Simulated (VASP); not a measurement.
# Ta (Cmcm) in VASP: notebook

Ta is run at these levels: PBE; tasks: single point.

All numbers are computed with VASP 6.6.1; they aren't measurements. Logs are shortened: lines on timing, memory, paths and dates and some standing lists are left out, and cuts for length are marked.

## 1. The cell of the first run

It takes space group Cmcm (No. 63, orthorhombic). Conventional cell: a = 3.303 Å, b = 4.671 Å, c = 4.671 Å, α = 90.00°, β = 90.00°, γ = 90.00°. Within 3.8 Å of Ta (site symmetry m2m) lie 14 Ta at 2.86 to 3.39 Å.

## 2. Single point, PBE (mode 4 (91.0 1/cm) frozen in, largest displacement -0.060 Å)

Input file INCAR:

```
ALGO     = Normal         # electronic algorithm
EDIFF    = 1E-6           # SCF threshold, eV
ENCUT    = 500            # plane-wave cutoff, eV
GGA      = PE             # functional
GGA_COMPAT= F            
ISIF     = 2              # what is computed and relaxed
ISMEAR   = 0              # smearing method
LASPH    = T              # aspherical terms in the spheres
LCHARG   = F              # write CHGCAR
LREAL    = F              # projectors in reciprocal space
LWAVE    = F              # write WAVECAR
NBANDS   = 18             # bands
NELM     = 120            # most SCF steps
PREC     = Accurate       # precision mode
SIGMA    = 0.15           # smearing width, eV
```

Input file KPOINTS:

```
k-points
0
Gamma
  18 18 10
```

Input file POSCAR:

```
Ta
1.0
   -1.6512800000      1.6512800000      1.6512800000
    1.6512800000     -1.6512800000      1.6512800000
    3.3025600000      3.3025600000      0.0000000000
Ta
2
Direct
    0.0128465211     -0.0128465211      0.0000000000
    0.4871534789      0.5128465211      0.5000000000
```

Potentials or basis: VASP PAW PBE potentials, release 64 (Ta_pv).

Launch:

```sh
$ cat potpaw_PBE.64/Ta_pv/POTCAR > POTCAR
$ mpirun -np 1 vasp_std > vasp.out
```

OUTCAR:

```text
EDIFF = 1E-6
   ENCUT = 500
   GGA = PE
   ISIF = 2
   ISMEAR = 0
   LASPH = T
   LREAL = F
   NELM = 120
   PREC = Accurate

 ion  position               nearest neighbor table
   1  0.013  0.987  0.000-   2 2.86   2 2.86   2 2.86   2 2.86   2 3.22   2 3.22   2 3.39   2 3.39

   2  0.487  0.513  0.500-   1 2.86   1 2.86   1 2.86   1 2.86   1 3.22   1 3.22   1 3.39   1 3.39

  LATTYP: Found a base centered orthorhombic cell.
 ALAT       =     3.3025600000
 B/A-ratio  =     1.4142135624
 C/A-ratio  =     1.4142135624

  Lattice vectors:

 A1 = (  -1.6512800000,   1.6512800000,   1.6512800000)
 A2 = (   1.6512800000,  -1.6512800000,   1.6512800000)
 A3 = (   3.3025600000,   3.3025600000,   0.0000000000)

Analysis of symmetry for initial positions (statically):
=====================================================================
 Subroutine PRICEL returns:
 Original cell was already a primitive cell.

 Routine SETGRP: Setting up the symmetry group for a
 base centered orthorhombic supercell.

 Subroutine GETGRP returns: Found  8 space group operations
 (whereof  4 operations were pure point group operations)
 out of a pool of  8 trial point group operations.

The static configuration has the point symmetry C_2v.
 The point group associated with its full space group is D_2h.

Analysis of symmetry for dynamics (positions and initial velocities):
=====================================================================
 Subroutine PRICEL returns:
 Original cell was already a primitive cell.

 Routine SETGRP: Setting up the symmetry group for a
 base centered orthorhombic supercell.

 Subroutine GETGRP returns: Found  8 space group operations
 (whereof  4 operations were pure point group operations)
 out of a pool of  8 trial point group operations.

The dynamic configuration has the point symmetry C_2v.
 The point group associated with its full space group is D_2h.

 Subroutine INISYM returns: Found  8 space group operations
 (whereof  4 operations are pure point group operations),
 and found     1 'primitive' translations

----------------------------------------------------------------------------------------

                                     Primitive cell

  volume of cell :      36.0207

  direct lattice vectors                    reciprocal lattice vectors
    -1.651280000  1.651280000  1.651280000    -0.151397704  0.151397704  0.302795407
     1.651280000 -1.651280000  1.651280000     0.151397704 -0.151397704  0.302795407
     3.302560000  3.302560000  0.000000000     0.151397704  0.151397704  0.000000000

  length of vectors
     2.860100858  2.860100858  4.670525143     0.370847122  0.370847122  0.214108686

  position of ions in fractional coordinates (direct lattice)
     0.012846521  0.987153479  0.000000000
     0.487153479  0.512846521  0.500000000

  ion indices of the primitive-cell ions
   primitive index   ion index
                 1           1
                 2           2

----------------------------------------------------------------------------------------

 KPOINTS: k-points

Automatic generation of k-mesh.
 Grid dimensions read from file:
 generate k-points for:   18   18   10

 Generating k-lattice:

  Cartesian coordinates                     Fractional coordinates (reciprocal lattice)
    -0.008410984  0.008410984  0.016821967     0.055555556  0.000000000  0.000000000
     0.008410984 -0.008410984  0.016821967     0.000000000  0.055555556  0.000000000
     0.015139770  0.015139770  0.000000000     0.000000000  0.000000000  0.100000000

  Length of vectors
     0.020602618  0.020602618  0.021410869

  Shift w.r.t. Gamma in fractional coordinates (k-lattice)
     0.000000000  0.000000000  0.000000000

 Subroutine IBZKPT returns following result:
 ===========================================

 Found    546 irreducible k-points:

 Following reciprocal coordinates:
            Coordinates               Weight
  0.000000  0.000000  0.000000      1.000000
  0.055556  0.000000  0.000000      4.000000
  0.111111  0.000000  0.000000      4.000000
  0.166667  0.000000  0.000000      4.000000
  0.222222  0.000000  0.000000      4.000000
  0.277778  0.000000  0.000000      4.000000
[... 16 lines left out ...]
 -0.277778  0.055556  0.000000      4.000000
 -0.222222  0.055556  0.000000      4.000000
 [... further k-points ...]
   k-points           NKPTS =    546   k-points in BZ     NKDIM =    546   number of bands    NBANDS=     18
   number of dos      NEDOS =    301   number of ions     NIONS =      2
   total plane-waves  NPLWV =  20736
   dimension x,y,z NGX =    24 NGY =   24 NGZ =   36
   dimension x,y,z NGXF=    48 NGYF=   48 NGZF=   72
   ions per type =               2
   NGX,Y,Z   is equivalent  to a cutoff of  13.95, 13.95, 12.81 a.u.
   NGXF,Y,Z  is equivalent  to a cutoff of  27.90, 27.90, 25.63 a.u.
 SYSTEM =  unknown system
   PREC   = accura    normal or accurate (medium, high low for compatibility)
   ISTART =      0    job   : 0-new  1-cont  2-samecut
   ICHARG =      2    charge: 1-file 2-atom 10-const
   ISPIN  =      1    spin polarized calculation?
   LNONCOLLINEAR =      F non collinear calculations
   LSORBIT =      F    spin-orbit coupling
   LASPH  =      T    aspherical Exc in radial PAW
   ENCUT  =  500.0 eV  36.75 Ry    6.06 a.u.   5.21  5.21  8.52*2*pi/ulx,y,z
   NELM   =    120;   NELMIN=  2; NELMDL= -5     # of ELM steps
   EDIFF  = 0.1E-05   stopping-criterion for ELM
   LREAL  =      F    real-space projection
   EDIFFG = 0.1E-04   stopping-criterion for IOM
   NSW    =      0    number of steps for IOM
   IBRION =     -1    ionic relax: 0-MD 1-quasi-New 2-CG
   NFREE  =      0    steps in history (QN), initial steepest desc. (CG)
   ISIF   =      2    stress and relaxation
   ISYM   =      2    0-nonsym 1-usesym 2-fastsym
   POTIM  = 0.5000    time-step for ionic-motion
   TEBEG  =    0.0;   TEEND  =   0.0 temperature during run
   PSTRESS=    0.0 pullay stress
   NELECT =      22.0000    total number of electrons
   NUPDOWN=      -1.0000    fix difference up-down
   EMIN   =  10.00;   EMAX   =-10.00  energy-range for DOS
   EFERMI =   0.00;   METHOD = LEGACY
   ISMEAR =     0;   SIGMA  =   0.15  broadening in eV -4-tet -1-fermi 0-gaus
   EFERMI_NEDOS =   21; number of points for ismear=-14 and -15
   IALGO  =     38    algorithm
   IMIX   =      4    mixing-type and parameters
     AMIX     =   0.40;   BMIX     =  1.00
     AMIX_MAG =   1.60;   BMIX_MAG =  1.00
  volume/ion in A,a.u.               =      18.01       121.54
  Fermi-wavevector in a.u.,A,eV,Ry     =   1.388988  2.624806 26.249534  1.929286
  Thomas-Fermi vector in A             =   2.513061
   LORBIT       =      0    0 simple, 1 ext, 2 COOP (PROOUT), +10 PAW based schemes
   GGA     = PE    functional components
   LHFCALC =     F    Hartree Fock is set to
   AEXX    =    0.0000 exact exchange contribution
   IVDW    =     0    specifies the selected vdW correction
   LEPSILON=     F    determine dielectric tensor
   LRPA    =     F    only Hartree local field effects (RPA)
 non-spin polarized calculation
 Gauss-broadening in eV      SIGMA  =   0.15
  energy-cutoff  :      500.00
  volume of cell :       36.02
 maximum number of plane-waves:       932
 NGX is ok and might be reduce to    24
   NGX = 11   NGY = 11   NGZ = 17

 number of electron      22.0000004 magnetization

 Free energy of the ion-electron system (eV)
  ---------------------------------------------------
  ext. energy  EPLUGINS =         0.00000000
  ---------------------------------------------------
  free energy    TOTEN  =       -23.61442090 eV

  energy without entropy =      -23.58438406  energy(sigma->0) =      -23.59940248

 E-fermi :   5.5169     XC(G=0): -12.6179

 val. band max:        5.5166649739   @ k =  -0.2222   0.1667   0.4000
 cond. band min:       5.5225542594   @ k =   0.4444   0.3333   0.1000
 fundamental gap:      0.0058892855
 Fermi energy:         5.5168995707

 k-point     1 :       0.0000    0.0000    0.0000
  band No.  band energies     occupation
      1     -28.7540      2.00000
      2     -27.9590      2.00000
      3     -27.5939      2.00000
      4     -27.5849      2.00000
      5     -27.5810      2.00000
      6     -27.5796      2.00000
[... 10 lines left out ...]
     17      10.4485      0.00000
     18      13.1840      0.00000

 k-point     2 :       0.0556    0.0000    0.0000
  band No.  band energies     occupation
      1     -28.7427      2.00000
      2     -27.9695      2.00000
      3     -27.6123      2.00000
      4     -27.6095      2.00000
      5     -27.5870      2.00000
      6     -27.5834      2.00000
[... 10 lines left out ...]
     17      10.5499      0.00000
     18      13.3165      0.00000

 k-point     3 :       0.1111    0.0000    0.0000
  band No.  band energies     occupation
      1     -28.7092      2.00000
      2     -28.0047      2.00000
      3     -27.6966      2.00000
      4     -27.6473      2.00000
      5     -27.6052      2.00000
      6     -27.5898      2.00000
[... 10 lines left out ...]
     17      10.7156      0.00000
     18      13.7355      0.00000

 k-point     4 :       0.1667    0.0000    0.0000
  band No.  band energies     occupation
      1     -28.6550      2.00000
      2     -28.0723      2.00000
      3     -27.8245      2.00000
      4     -27.6887      2.00000
      5     -27.6358      2.00000
      6     -27.6004      2.00000
[... 10 lines left out ...]
     17      10.7646      0.00000
     18      14.4427      0.00000

 k-point     5 :       0.2222    0.0000    0.0000
  band No.  band energies     occupation
      1     -28.5827      2.00000
      2     -28.1717      2.00000
      3     -27.9789      2.00000
      4     -27.7187      2.00000
      5     -27.6790      2.00000
      6     -27.6142      2.00000
[... 10 lines left out ...]
     17      10.6671      0.00000
     18      15.1806      0.00000

 k-point     6 :       0.2778    0.0000    0.0000
  band No.  band energies     occupation
      1     -28.4957      2.00000
      2     -28.2881      2.00000
      3     -28.1409      2.00000
      4     -27.7351      2.00000
      5     -27.7349      2.00000
      6     -27.6300      2.00000
[... 10 lines left out ...]
     17      10.4696      0.00000
     18      14.5420      0.00000

 k-point     7 :       0.3333    0.0000    0.0000
  band No.  band energies     occupation
      1     -28.4004      2.00000
      2     -28.3978      2.00000
      3     -28.2918      2.00000
      4     -27.8039      2.00000
      5     -27.7408      2.00000
      6     -27.6464      2.00000
[... 10 lines left out ...]
     17      10.2234      0.00000
     18      14.2536      0.00000

 k-point     8 :       0.3889    0.0000    0.0000
  band No.  band energies     occupation
      1     -28.4904      2.00000
      2     -28.4156      2.00000
      3     -28.2936      2.00000
      4     -27.8844      2.00000
      5     -27.7406      2.00000
      6     -27.6618      2.00000
[... 10 lines left out ...]
     17      11.1132      0.00000
     18      14.5918      0.00000
[... 229 lines left out ...]
     17      13.7194      0.00000
     18      13.9032      0.00000

 k-point    20 :      -0.4444    0.0556    0.0000
  band No.  band energies     occupation
      1     -28.5405      2.00000
      2     -28.4868      2.00000
      3     -28.2504      2.00000
      4     -27.9074      2.00000
      5     -27.7511      2.00000
      6     -27.6894      2.00000
[... 10 lines left out ...]
     17      12.4323      0.00000
     18      15.2205      0.00000

 k-point    21 :      -0.3889    0.0556    0.0000
  band No.  band energies     occupation
      1     -28.4812      2.00000
      2     -28.3999      2.00000
      3     -28.3524      2.00000
      4     -27.8213      2.00000
      5     -27.7492      2.00000
      6     -27.6721      2.00000
[... 10 lines left out ...]
     17      11.1468      0.00000
     18      14.7594      0.00000

 k-point    22 :      -0.3333    0.0556    0.0000
  band No.  band energies     occupation
      1     -28.4506      2.00000
      2     -28.3875      2.00000
      3     -28.2746      2.00000
      4     -27.7473      2.00000
      5     -27.7467      2.00000
      6     -27.6525      2.00000
[... 10 lines left out ...]
     17      10.3142      0.00000
     18      14.6446      0.00000

 k-point    23 :      -0.2778    0.0556    0.0000
  band No.  band energies     occupation
      1     -28.5404      2.00000
      2     -28.2731      2.00000
      3     -28.1240      2.00000
      4     -27.7400      2.00000
      5     -27.6867      2.00000
      6     -27.6339      2.00000
[... 10 lines left out ...]
     17      10.6610      0.00000
     18      15.0795      0.00000

 k-point    24 :      -0.2222    0.0556    0.0000
  band No.  band energies     occupation
      1     -28.6179      2.00000
      2     -28.1568      2.00000
      3     -27.9644      2.00000
      4     -27.7247      2.00000
      5     -27.6401      2.00000
      6     -27.6183      2.00000
[... 10 lines left out ...]
     17      10.9753      0.00000
     18      14.8544      0.00000

 [... further k-points ...]
[... 5 lines left out ...]
  --------------------------------------------------------------------------------------
  -------------------------------------------------------------------------------------
  Total        0.7469327      0.7469327      0.7547433      0.0151536     -0.0000000      0.0000000
  in kB       33.2230795     33.2230795     33.5704928      0.6740223     -0.0000000      0.0000000
  external PRESSURE =      33.3388839 kB  Pullay stress =       0.0000000 kB

 VOLUME and BASIS-vectors are now :
 -----------------------------------------------------------------------------
  energy-cutoff  :      500.00
  volume of cell :       36.02
      direct lattice vectors                 reciprocal lattice vectors
    -1.651280000  1.651280000  1.651280000    -0.151397704  0.151397704  0.302795407
     1.651280000 -1.651280000  1.651280000     0.151397704 -0.151397704  0.302795407
     3.302560000  3.302560000  0.000000000     0.151397704  0.151397704  0.000000000

 POSITION                                       TOTAL-FORCE (eV/Angst)
 -----------------------------------------------------------------------------------
      1.60885     -1.60885      1.65128         0.232133     -0.232133      0.000000
      1.69371      1.60885      1.65128        -0.232133      0.232133      0.000000
 -----------------------------------------------------------------------------------
    total drift:                               -0.000000     -0.000000     -0.000000

  FREE ENERGIE OF THE ION-ELECTRON SYSTEM (eV)
  ---------------------------------------------------
  free  energy   TOTEN  =       -23.6144208961 eV

  energy  without entropy=      -23.5843840635  energy(sigma->0) =      -23.59940248
```

Wall time 3.1 min (1 thread of Intel Xeon Platinum 8175M at 2.50GHz (Skylake/Cascade Lake), shared host); peak memory 0.37 GiB.

Results:

* Free energy: -23.6144 eV
* Pressure: 3.3 GPa
* Largest force: 0.328 eV/Å
* Band gap on the k mesh: zero (band 11 reaches 7.07 eV, above the bottom of band 12 at 4.26 eV)

Forces on the atoms (eV/Å):
```
Ta   0.232 -0.232  0.000
Ta  -0.232  0.232  0.000
```

Caveat: the cell differs from its parent crystal (mode 4 (91.0 1/cm) frozen in, largest displacement -0.060 Å); spin-orbit coupling is left out, which moves the levels of the heavy elements.

[end of part 1 of 2]
